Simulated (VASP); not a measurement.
# TiO2 (Cmmm) in VASP: single point with PBEsol

Aim: the single point of TiO2 with PBEsol.

Program: VASP 6.6.1. These are calculated values, not measurements. Logs are shortened: lines on timing, memory, paths and dates and some standing lists are left out, and cuts for length are marked.

### 1 The cell of the first run

The structure is orthorhombic, space group Cmmm (No. 65). Conventional cell: a = 3.771 Å, b = 19.093 Å, c = 3.771 Å, α = 90.00°, β = 90.00°, γ = 90.00°. Ti (site symmetry m2m) has 5 O at 1.93 to 1.98 Å and 1 Ti at 2.39 Å within 2.6 Å. Ti (site symmetry m2m) has 6 O at 1.93 to 1.98 Å within 2.6 Å. O (site symmetry m2m) has 3 Ti at 1.93 to 1.98 Å and 2 O at 2.46 Å within 2.6 Å. Within 2.1 Å of O (site symmetry m2m) lie 1 O at 1.58 Å and 2 Ti at 1.93 Å. Within 2.6 Å of O (site symmetry m2m) lie 3 Ti at 1.93 to 1.98 Å and 2 O at 2.46 Å. Within 2.6 Å of O (site symmetry m2m) lie 3 Ti at 1.93 to 1.98 Å and 2 O at 2.46 Å.

### 2 Single point, PBEsol

File INCAR:

```
SYSTEM = TiO2
ALGO     = Normal         ! electronic algorithm
EDIFF    = 1E-6           ! SCF threshold, eV
ENCUT    = 520            ! plane-wave cutoff, eV
GGA      = PS             ! functional
ISIF     = 2              ! what is computed and relaxed
ISMEAR   = 0              ! smearing method
ISYM     = 0            
LASPH    = .True.         ! aspherical terms in the spheres
LCHARG   = .True.         ! write CHGCAR
LELF     = .True.         ! ELF
LREAL    = .False.        ! projectors in reciprocal space
LVHAR    = .True.       
LWAVE    = .False.        ! write WAVECAR
NBANDS   = 60             ! bands
NELM     = 80             ! most SCF steps
PREC     = Accurate       ! precision mode
SIGMA    = 0.05           ! smearing width, eV
```

File KPOINTS:

```
k-points
0
Gamma
  7 7 3
  0 0 0
```

File POSCAR:

```
TiO2
1.0
   -3.7706690430      0.0000000000      0.0000000000
    0.0000000000     -3.7706690430      0.0000000000
    0.0000000000     -1.8853345215      9.5463353711
Ti O
4 8
Direct
    0.0000000000     -0.4375000000      0.8750000000
    0.5000000000      0.3125000000      0.3750000000
    0.5000000000     -0.3125000000      0.6250000000
    0.0000000000      0.4375000000      0.1250000000
    0.5000000000      0.2086901668      0.5826196664
    1.0000000000      0.9586901668      0.0826196664
    0.5000000000     -0.4163098332      0.8326196664
    1.0000000000      0.3336901668      0.3326196664
    0.5000000000     -0.2086901668      0.4173803336
    0.0000000000      0.0413098332      0.9173803336
    0.0000000000     -0.3336901668      0.6673803336
    0.5000000000      0.4163098332      0.1673803336
```

Potentials or basis: VASP PAW PBE potentials, release 64 (Ti_sv, O).

Command:

```
cat potpaw_PBE.64/Ti_sv/POTCAR potpaw_PBE.64/O/POTCAR > POTCAR
mpirun -np 1 vasp_std > vasp.out
```

OUTCAR:

```text
SYSTEM = TiO2
   EDIFF = 1E-6
   ENCUT = 520
   GGA = PS
   ISIF = 2
   ISMEAR = 0
   ISYM = 0
   LASPH = .True.
   LREAL = .False.
   NELM = 80
   PREC = Accurate

 ion  position               nearest neighbor table
   1  0.000  0.562  0.875-  10 1.93   7 1.93   7 1.93  10 1.93  11 1.98   4 2.39
   2  0.500  0.312  0.375-   9 1.93   8 1.93   8 1.93   9 1.93   5 1.98  12 1.98
   3  0.500  0.688  0.625-   5 1.93  11 1.93  11 1.93   5 1.93   7 1.98   9 1.98
   4  0.000  0.438  0.125-   6 1.93  12 1.93  12 1.93   6 1.93   8 1.98   1 2.39
   5  0.500  0.209  0.583-   3 1.93   3 1.93   2 1.98
   6  0.000  0.959  0.083-  10 1.58   4 1.93   4 1.93
   7  0.500  0.584  0.833-   1 1.93   1 1.93   3 1.98
   8  0.000  0.334  0.333-   2 1.93   2 1.93   4 1.98
   9  0.500  0.791  0.417-   2 1.93   2 1.93   3 1.98
  10  0.000  0.041  0.917-   6 1.58   1 1.93   1 1.93
  11  0.000  0.666  0.667-   3 1.93   3 1.93   1 1.98
  12  0.500  0.416  0.167-   4 1.93   4 1.93   2 1.98

IMPORTANT INFORMATION: All symmetrisations will be switched off!
NOSYMM: (Re-)initialisation of all symmetry stuff for point group C_1.

----------------------------------------------------------------------------------------

                                     Primitive cell

  volume of cell :     135.7293

  direct lattice vectors                    reciprocal lattice vectors
    -3.770669043  0.000000000  0.000000000    -0.265204925  0.000000000  0.000000000
     0.000000000 -3.770669043  0.000000000     0.000000000 -0.265204925 -0.052376119
     0.000000000 -1.885334521  9.546335371     0.000000000  0.000000000  0.104752239

  length of vectors
     3.770669043  3.770669043  9.730724807     0.265204925  0.270327413  0.104752239

  position of ions in fractional coordinates (direct lattice)
     0.000000000  0.562500000  0.875000000
     0.500000000  0.312500000  0.375000000
     0.500000000  0.687500000  0.625000000
     0.000000000  0.437500000  0.125000000
     0.500000000  0.208690167  0.582619666
     0.000000000  0.958690167  0.082619666
     0.500000000  0.583690167  0.832619666
     0.000000000  0.333690167  0.332619666
     0.500000000  0.791309833  0.417380334
     0.000000000  0.041309833  0.917380334
     0.000000000  0.666309833  0.667380334
     0.500000000  0.416309833  0.167380334

  ion indices of the primitive-cell ions
   primitive index   ion index
                 1           1
                 2           2
                 3           3
                 4           4
                 5           5
                 6           6
                 7           7
                 8           8
                 9           9
[... 110 lines left out ...]
   EMIN   =  10.00;   EMAX   =-10.00  energy-range for DOS
   EFERMI =   0.00;   METHOD = LEGACY
   ISMEAR =     0;   SIGMA  =   0.05  broadening in eV -4-tet -1-fermi 0-gaus
   EFERMI_NEDOS =   21; number of points for ismear=-14 and -15
   IALGO  =     38    algorithm
   IMIX   =      4    mixing-type and parameters
     AMIX     =   0.40;   BMIX     =  1.00
     AMIX_MAG =   1.60;   BMIX_MAG =  1.00
  volume/ion in A,a.u.               =      11.31        76.33
  Fermi-wavevector in a.u.,A,eV,Ry     =   1.458615  2.756383 28.947188  2.127558
  Thomas-Fermi vector in A             =   2.575279
   LORBIT       =      0    0 simple, 1 ext, 2 COOP (PROOUT), +10 PAW based schemes
   GGA     = PS    functional components
   LHFCALC =     F    Hartree Fock is set to
   AEXX    =    0.0000 exact exchange contribution
   IVDW    =     0    specifies the selected vdW correction
   LEPSILON=     F    determine dielectric tensor
   LRPA    =     F    only Hartree local field effects (RPA)
 non-spin polarized calculation
 Gauss-broadening in eV      SIGMA  =   0.05
  energy-cutoff  :      520.00
  volume of cell :      135.73
 maximum number of plane-waves:      3679
   NGX = 15   NGY = 15   NGZ = 37

 number of electron      95.9999975 magnetization

 Free energy of the ion-electron system (eV)
  ---------------------------------------------------
  ext. energy  EPLUGINS =         0.00000000
  ---------------------------------------------------
  free energy    TOTEN  =      -104.72741934 eV

  energy without entropy =     -104.71366161  energy(sigma->0) =     -104.72054047

 E-fermi :   5.7641     XC(G=0): -11.0282

 val. band max:        5.7590812566   @ k =  -0.2857  -0.2857   0.3333
 cond. band min:       5.7663477154   @ k =  -0.2857  -0.4286   0.3333
 fundamental gap:      0.0072664588
 Fermi energy:         5.7640652675

 k-point     1 :       0.0000    0.0000    0.0000
  band No.  band energies     occupation
      1     -52.4721      2.00000
      2     -52.4405      2.00000
      3     -52.0206      2.00000
      4     -51.8413      2.00000
      5     -29.0514      2.00000
      6     -28.8578      2.00000
[... 1501 lines left out ...]
     59       8.1942      0.00000
     60       8.5076      0.00000

 [... further k-points ...]

------------------------ aborting loop because EDIFF is reached ----------------------------------------

  FORCE on cell =-STRESS in cart. coord.  units (eV):
  Direction    XX          YY          ZZ          XY          YZ          ZX
  --------------------------------------------------------------------------------------
  -------------------------------------------------------------------------------------
  Total        2.2021489     -0.3632851     16.7148572     -0.0000013      0.0003681      0.0000018
  in kB       25.9946363     -4.2882947    197.3057464     -0.0000150      0.0043449      0.0000215
  external PRESSURE =      73.0040293 kB  Pullay stress =       0.0000000 kB

 VOLUME and BASIS-vectors are now :
 -----------------------------------------------------------------------------
  energy-cutoff  :      520.00
  volume of cell :      135.73
      direct lattice vectors                 reciprocal lattice vectors
    -3.770669043  0.000000000  0.000000000    -0.265204925  0.000000000  0.000000000
     0.000000000 -3.770669043  0.000000000     0.000000000 -0.265204925 -0.052376119
     0.000000000 -1.885334521  9.546335371     0.000000000  0.000000000  0.104752239

 POSITION                                       TOTAL-FORCE (eV/Angst)
 -----------------------------------------------------------------------------------
      0.00000     -3.77067      8.35304         0.000003      0.000173     -5.186983
     -1.88533     -1.88533      3.57988        -0.000001      0.000215      0.102418
     -1.88533     -3.77067      5.96646         0.000001     -0.000213     -0.102466
      0.00000     -1.88533      1.19329         0.000001     -0.000172      5.187068
     -1.88533     -1.88533      5.56188        -0.000000      0.000433      0.093374
      0.00000     -3.77067      0.78872         0.000000      0.000861      2.765223
     -1.88533     -3.77067      7.94847        -0.000004      0.000100      0.641332
      0.00000     -1.88533      3.17530         0.000001      0.000034      0.089406
     -1.88533     -3.77067      3.98445        -0.000000     -0.000435     -0.093411
      0.00000     -1.88533      8.75762        -0.000000     -0.000860     -2.765234
      0.00000     -3.77067      6.37104         0.000000     -0.000034     -0.089381
     -1.88533     -1.88533      1.59787        -0.000001     -0.000102     -0.641345
 -----------------------------------------------------------------------------------
    total drift:                                0.000001      0.000002      0.000130

  FREE ENERGIE OF THE ION-ELECTRON SYSTEM (eV)
  ---------------------------------------------------
  free  energy   TOTEN  =      -104.7274193375 eV

  energy  without entropy=     -104.7136616087  energy(sigma->0) =     -104.72054047
```

Wall time 5.9 min (1 thread of Intel Xeon 6975P-C (Granite Rapids), shared host); peak memory 0.51 GiB.

Results:

```
Free energy            : -104.7274 eV
Pressure               : 7.3 GPa
Largest force          : 5.187 eV/Å
Band gap on the k mesh : zero (band 48 reaches 6.13 eV, above the bottom of band 49 at 5.57 eV)
```

Forces in eV/Å, atoms in the order of the input:
```
Ti   0.000  0.000 -5.187
Ti   0.000  0.000  0.102
Ti   0.000  0.000 -0.102
Ti   0.000  0.000  5.187
O    0.000  0.000  0.093
O    0.000  0.001  2.765
O    0.000  0.000  0.641
O    0.000  0.000  0.089
O    0.000  0.000 -0.093
O    0.000 -0.001 -2.765
O    0.000  0.000 -0.089
O    0.000  0.000 -0.641
```

Stress tensor (GPa, compression positive):
```
 2.60  0.00  0.00
 0.00 -0.43  0.00
 0.00  0.00 19.73
```

Caveat: the PAW data sets were made with another functional, which shifts forces and pressure a little; semilocal functionals often make such compounds metallic where correlation or magnetic order opens a gap, which also shifts bond lengths.
